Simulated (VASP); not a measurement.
# Mo (Pm-3m) in VASP: relaxation of cell and atoms with r2SCAN

Aim: the relaxation of cell and atoms of Mo with r2SCAN.

Everything below comes from runs of VASP 6.6.1. Logs are shortened: lines on timing, memory, paths and dates and some standing lists are left out, and cuts for length are marked.

## (1) The cell of the first run

Symmetry: Pm-3m, No. 221, cubic system. The conventional cell has a = 2.585 Å, b = 2.585 Å, c = 2.585 Å, α = 90.00°, β = 90.00°, γ = 90.00°. Mo (site symmetry m-3m) has 6 Mo at 2.58 Å within 3.4 Å.

This isn't the form of Mo at room conditions, which is bcc.

## (2) Relaxation of cell and atoms, r2SCAN

Contents of POSCAR:

```
Mo
1.0
    2.5847511588      0.0000000000      0.0000000000
    0.0000000000      2.5847511588      0.0000000000
    0.0000000000      0.0000000000      2.5847511588
Mo
1
Direct
    0.0000000000      0.0000000000      0.0000000000
```

Contents of INCAR.step1:

```
PREC = Accurate
ENCUT = 600
ISMEAR = 0
SIGMA = 0.1
LREAL = False
LASPH = True
NELM = 100
GGA = PE
ALGO = Normal
EDIFF = 1E-4
LWAVE = True
LCHARG = False
```

Contents of INCAR.step2:

```
PREC = Accurate
ENCUT = 600
EDIFF = 1E-6
ISMEAR = 0
SIGMA = 0.1
LREAL = False
LASPH = True
NELM = 100
ALGO = Normal
ISIF = 3
LWAVE = False
LCHARG = False
METAGGA = R2SCAN
LMIXTAU = True
IBRION = 2
NSW = 100
EDIFFG = -0.01
ISTART = 1
```

Contents of KPOINTS:

```
regular mesh
0
Gamma
  16 16 16
```

Potentials or basis: VASP PAW PBE potentials, release 64 (Mo_sv).

Started as:

```bash
cat potpaw_PBE.64/Mo_sv/POTCAR > POTCAR
cp INCAR.step1 INCAR
mpirun -np 1 vasp_std > vasp.out
cp INCAR.step2 INCAR
mpirun -np 1 vasp_std > vasp.out
```

OUTCAR:

```text
PREC = Accurate
   ENCUT = 600
   EDIFF = 1E-6
   ISMEAR = 0
   LREAL = False
   LASPH = True
   NELM = 100
   ISIF = 3
   METAGGA = R2SCAN
   IBRION = 2
   NSW = 100
   EDIFFG = -0.01
   ISTART = 1

 ion  position               nearest neighbor table
   1  0.000  0.000  0.000-

  LATTYP: Found a simple cubic cell.
 ALAT       =     2.5847511588

  Lattice vectors:

 A1 = (   2.5847511588,   0.0000000000,   0.0000000000)
 A2 = (   0.0000000000,   2.5847511588,   0.0000000000)
 A3 = (   0.0000000000,   0.0000000000,   2.5847511588)

Analysis of symmetry for initial positions (statically):
=====================================================================
 Subroutine PRICEL returns:
 Original cell was already a primitive cell.

 Routine SETGRP: Setting up the symmetry group for a
 simple cubic supercell.

 Subroutine GETGRP returns: Found 48 space group operations
 (whereof 48 operations were pure point group operations)
 out of a pool of 48 trial point group operations.

The static configuration has the point symmetry O_h .

Analysis of symmetry for dynamics (positions and initial velocities):
=====================================================================
 Subroutine PRICEL returns:
 Original cell was already a primitive cell.

 Routine SETGRP: Setting up the symmetry group for a
 simple cubic supercell.

 Subroutine GETGRP returns: Found 48 space group operations
 (whereof 48 operations were pure point group operations)
 out of a pool of 48 trial point group operations.

The dynamic configuration has the point symmetry O_h .

 Subroutine INISYM returns: Found 48 space group operations
 (whereof 48 operations are pure point group operations),
 and found     1 'primitive' translations

----------------------------------------------------------------------------------------

                                     Primitive cell

  volume of cell :      17.2686

  direct lattice vectors                    reciprocal lattice vectors
     2.584751159  0.000000000  0.000000000     0.386884438  0.000000000  0.000000000
     0.000000000  2.584751159  0.000000000     0.000000000  0.386884438  0.000000000
     0.000000000  0.000000000  2.584751159     0.000000000  0.000000000  0.386884438

  length of vectors
     2.584751159  2.584751159  2.584751159     0.386884438  0.386884438  0.386884438

  position of ions in fractional coordinates (direct lattice)
     0.000000000  0.000000000  0.000000000

  ion indices of the primitive-cell ions
   primitive index   ion index
                 1           1

----------------------------------------------------------------------------------------

 KPOINTS: regular mesh

Automatic generation of k-mesh.
 Grid dimensions read from file:
 generate k-points for:   16   16   16

 Generating k-lattice:

  Cartesian coordinates                     Fractional coordinates (reciprocal lattice)
     0.024180277  0.000000000  0.000000000     0.062500000  0.000000000  0.000000000
     0.000000000  0.024180277  0.000000000     0.000000000  0.062500000  0.000000000
     0.000000000  0.000000000  0.024180277     0.000000000  0.000000000  0.062500000

  Length of vectors
     0.024180277  0.024180277  0.024180277

  Shift w.r.t. Gamma in fractional coordinates (k-lattice)
     0.000000000  0.000000000  0.000000000

 Subroutine IBZKPT returns following result:
 ===========================================

 Found    165 irreducible k-points:

 Following reciprocal coordinates:
            Coordinates               Weight
  0.000000  0.000000  0.000000      1.000000
  0.062500  0.000000  0.000000      6.000000
  0.125000  0.000000  0.000000      6.000000
  0.187500  0.000000  0.000000      6.000000
  0.250000  0.000000  0.000000      6.000000
  0.312500  0.000000  0.000000      6.000000
[... 16 lines left out ...]
  0.437500  0.125000  0.000000     24.000000
  0.500000  0.125000  0.000000     12.000000
 [... further k-points ...]
   k-points           NKPTS =    165   k-points in BZ     NKDIM =    165   number of bands    NBANDS=     11
   number of dos      NEDOS =    301   number of ions     NIONS =      1
   total plane-waves  NPLWV =  13824
   dimension x,y,z NGX =    24 NGY =   24 NGZ =   24
   dimension x,y,z NGXF=    48 NGYF=   48 NGZF=   48
   ions per type =               1
   NGX,Y,Z   is equivalent  to a cutoff of  15.44, 15.44, 15.44 a.u.
   NGXF,Y,Z  is equivalent  to a cutoff of  30.87, 30.87, 30.87 a.u.
 SYSTEM =  unknown system
   PREC   = accura    normal or accurate (medium, high low for compatibility)
   ISTART =      1    job   : 0-new  1-cont  2-samecut
   ICHARG =      0    charge: 1-file 2-atom 10-const
   ISPIN  =      1    spin polarized calculation?
   LNONCOLLINEAR =      F non collinear calculations
   LSORBIT =      F    spin-orbit coupling
   LASPH  =      T    aspherical Exc in radial PAW
   ENCUT  =  600.0 eV  44.10 Ry    6.64 a.u.   5.16  5.16  5.16*2*pi/ulx,y,z
   NELM   =    100;   NELMIN=  2; NELMDL=  0     # of ELM steps
   EDIFF  = 0.1E-05   stopping-criterion for ELM
   LREAL  =      F    real-space projection
   EDIFFG = -.1E-01   stopping-criterion for IOM
   NSW    =    100    number of steps for IOM
   IBRION =      2    ionic relax: 0-MD 1-quasi-New 2-CG
   NFREE  =      1    steps in history (QN), initial steepest desc. (CG)
   ISIF   =      3    stress and relaxation
   ISYM   =      2    0-nonsym 1-usesym 2-fastsym
   POTIM  = 0.5000    time-step for ionic-motion
   TEBEG  =    0.0;   TEEND  =   0.0 temperature during run
   PSTRESS=    0.0 pullay stress
   NELECT =      14.0000    total number of electrons
   NUPDOWN=      -1.0000    fix difference up-down
   EMIN   =  10.00;   EMAX   =-10.00  energy-range for DOS
   EFERMI =   0.00;   METHOD = LEGACY
   ISMEAR =     0;   SIGMA  =   0.10  broadening in eV -4-tet -1-fermi 0-gaus
   EFERMI_NEDOS =   21; number of points for ismear=-14 and -15
   IALGO  =     38    algorithm
   IMIX   =      4    mixing-type and parameters
     AMIX     =   0.40;   BMIX     =  1.00
     AMIX_MAG =   1.60;   BMIX_MAG =  1.00
  volume/ion in A,a.u.               =      17.27       116.53
  Fermi-wavevector in a.u.,A,eV,Ry     =   1.526507  2.884680 31.704613  2.330223
  Thomas-Fermi vector in A             =   2.634531
   LORBIT       =      0    0 simple, 1 ext, 2 COOP (PROOUT), +10 PAW based schemes
   METAGGA = R2SCAN    functional components
   LHFCALC =     F    Hartree Fock is set to
   AEXX    =    0.0000 exact exchange contribution
   IVDW    =     0    specifies the selected vdW correction
   LEPSILON=     F    determine dielectric tensor
   LRPA    =     F    only Hartree local field effects (RPA)
 conjugate gradient relaxation of ions
 non-spin polarized calculation
 Gauss-broadening in eV      SIGMA  =   0.10
  energy-cutoff  :      600.00
  volume of cell :       17.27
 maximum number of plane-waves:       595
 NGX is ok and might be reduce to    24
   NGX = 11   NGY = 11   NGZ = 11

--------------------------------------- Ionic step        1  -------------------------------------------

 number of electron      14.0000002 magnetization

 Free energy of the ion-electron system (eV)
  ---------------------------------------------------
  ext. energy  EPLUGINS =         0.00000000
  ---------------------------------------------------
  free energy    TOTEN  =       -24.86729408 eV

  energy without entropy =      -24.86206231  energy(sigma->0) =      -24.86467819

------------------------ aborting loop because EDIFF is reached ----------------------------------------

  FORCE on cell =-STRESS in cart. coord.  units (eV):
  Direction    XX          YY          ZZ          XY          YZ          ZX
  --------------------------------------------------------------------------------------
  -------------------------------------------------------------------------------------
  Total        0.2871211      0.2871211      0.2871211      0.0000000     -0.0000000     -0.0000000
  in kB       26.6390931     26.6390931     26.6390931      0.0000000     -0.0000000     -0.0000000
  external PRESSURE =      26.6390931 kB  Pullay stress =       0.0000000 kB

 VOLUME and BASIS-vectors are now :
 -----------------------------------------------------------------------------
  energy-cutoff  :      600.00
  volume of cell :       17.27
      direct lattice vectors                 reciprocal lattice vectors
     2.584751159  0.000000000  0.000000000     0.386884438  0.000000000  0.000000000
     0.000000000  2.584751159  0.000000000     0.000000000  0.386884438  0.000000000
     0.000000000  0.000000000  2.584751159     0.000000000  0.000000000  0.386884438
[... 36 lines left out ...]
 POSITION                                       TOTAL-FORCE (eV/Angst)
 -----------------------------------------------------------------------------------
      0.00000      0.00000      0.00000         0.000000     -0.000000      0.000000
 -----------------------------------------------------------------------------------
    total drift:                                0.000000      0.000000      0.000000

  FREE ENERGIE OF THE ION-ELECTRON SYSTEM (eV)
  ---------------------------------------------------
  free  energy   TOTEN  =       -24.8602505241 eV

  energy  without entropy=      -24.8550608428  energy(sigma->0) =      -24.85765568

--------------------------------------- Ionic step        3  -------------------------------------------

 number of electron      14.0000001 magnetization

 Free energy of the ion-electron system (eV)
  ---------------------------------------------------
  ext. energy  EPLUGINS =         0.00000000
  ---------------------------------------------------
  free energy    TOTEN  =       -24.86908835 eV

  energy without entropy =      -24.86384702  energy(sigma->0) =      -24.86646768

 E-fermi :  10.7106     XC(G=0): -13.7199

 val. band max:       10.7065308228   @ k =   0.4375   0.1250   0.1250
 cond. band min:      10.7234995593   @ k =   0.5000   0.2500   0.2500
 fundamental gap:      0.0169687365
 Fermi energy:        10.7106374365

 k-point     1 :       0.0000    0.0000    0.0000
  band No.  band energies     occupation
      1     -52.3051      2.00000
      2     -24.7792      2.00000
      3     -24.7792      2.00000
      4     -24.7792      2.00000
      5       3.8902      2.00000
      6       6.2251      2.00000
      7       6.2251      2.00000
      8      14.8798      0.00000
      9      14.8798      0.00000
     10      14.8798      0.00000
     11      27.2462      0.00000

 k-point     2 :       0.0625    0.0000    0.0000
  band No.  band energies     occupation
      1     -52.2968      2.00000
      2     -24.8456      2.00000
      3     -24.7737      2.00000
      4     -24.7737      2.00000
      5       4.0173      2.00000
      6       6.2573      2.00000
      7       6.3679      2.00000
      8      14.7061      0.00000
      9      14.7061      0.00000
     10      14.8920      0.00000
     11      26.5526      0.00000
[... 295 lines left out ...]
 k-point    24 :       0.5000    0.1250    0.0000
  band No.  band energies     occupation
      1     -52.0521      2.00000
      2     -26.3569      2.00000
      3     -24.8702      2.00000
      4     -24.6123      2.00000
      5       7.2674      2.00000
      6       8.0142      2.00000
      7       8.9239      2.00000
      8      11.6348      0.00000
      9      13.2071      0.00000
     10      14.6698      0.00000
     11      20.2664      0.00000

 [... further k-points ...]
[... 5 lines left out ...]
  --------------------------------------------------------------------------------------
  -------------------------------------------------------------------------------------
  Total       -0.0022113     -0.0022113     -0.0022113     -0.0000000     -0.0000000      0.0000000
  in kB       -0.2025537     -0.2025537     -0.2025537     -0.0000000     -0.0000000      0.0000000
  external PRESSURE =      -0.2025537 kB  Pullay stress =       0.0000000 kB

 VOLUME and BASIS-vectors are now :
 -----------------------------------------------------------------------------
  energy-cutoff  :      600.00
  volume of cell :       17.49
      direct lattice vectors                 reciprocal lattice vectors
     2.595817942 -0.000000000 -0.000000000     0.385235029 -0.000000000 -0.000000000
     0.000000000  2.595817942 -0.000000000     0.000000000  0.385235029  0.000000000
     0.000000000 -0.000000000  2.595817942     0.000000000  0.000000000  0.385235029

 POSITION                                       TOTAL-FORCE (eV/Angst)
 -----------------------------------------------------------------------------------
      0.00000      0.00000      0.00000         0.000000     -0.000000      0.000000
 -----------------------------------------------------------------------------------
    total drift:                                0.000000      0.000000      0.000000

  FREE ENERGIE OF THE ION-ELECTRON SYSTEM (eV)
  ---------------------------------------------------
  free  energy   TOTEN  =       -24.8690883489 eV

  energy  without entropy=      -24.8638470156  energy(sigma->0) =      -24.86646768

 reached required accuracy - stopping structural energy minimisation
```

Wall time 6.2 min (1 thread of Intel Xeon 8259CL, shared host); peak memory 0.18 GiB.

What came out:

- Free energy: -24.8691 eV
- Relaxed volume: 17.49 Å³/atom
- Relaxed cell: a = 2.596 Å, b = 2.596 Å, c = 2.596 Å, α = 90.00°, β = 90.00°, γ = 90.00°
- Space group after relaxing (to 0.1 Å): Pm-3m (No. 221)
- Energy gained by relaxing: 1.8 meV/atom
- Ionic steps: 3
- Pressure after relaxing: 0.0 GPa
- Band gap on the k mesh: zero (bands 7 and 8 overlap by 2.71 eV)

Step by step:
| step | energy change (eV) | largest force (eV/Å) | pressure (GPa) | volume (Å³) |
| --- | --- | --- | --- | --- |
| 1 | 0.0000 | 0.0000 | 2.66 | 17.27 |
| 2 | 0.0070 | 0.0000 | -5.44 | 18.00 |
| 3 | -0.0018 | 0.0000 | -0.02 | 17.49 |

Final structure:
```
Mo
1.0
     2.59582    0.00000    0.00000
     0.00000    2.59582    0.00000
     0.00000    0.00000    2.59582
Mo
1
Direct
  0.00000 0.00000 0.00000
```

Levels at points of the mesh, in eV from the Fermi level:
```tsv
k point	band 5	band 6	band 7	band 8	band 9	band 10
(0.00, 0.00, 0.00)	-6.82	-4.49	-4.49	4.17	4.17	4.17
(0.50, 0.00, 0.00)	-3.66	-3.54	0.04	0.83	0.83	4.50
(0.50, 0.50, 0.00)	-5.52	-2.42	1.51	1.51	6.10	6.10
(0.50, 0.50, 0.50)	-3.82	-3.82	-3.82	6.52	6.52	8.16
```

Caveat: the PAW data sets were made with another functional, which shifts forces and pressure a little.
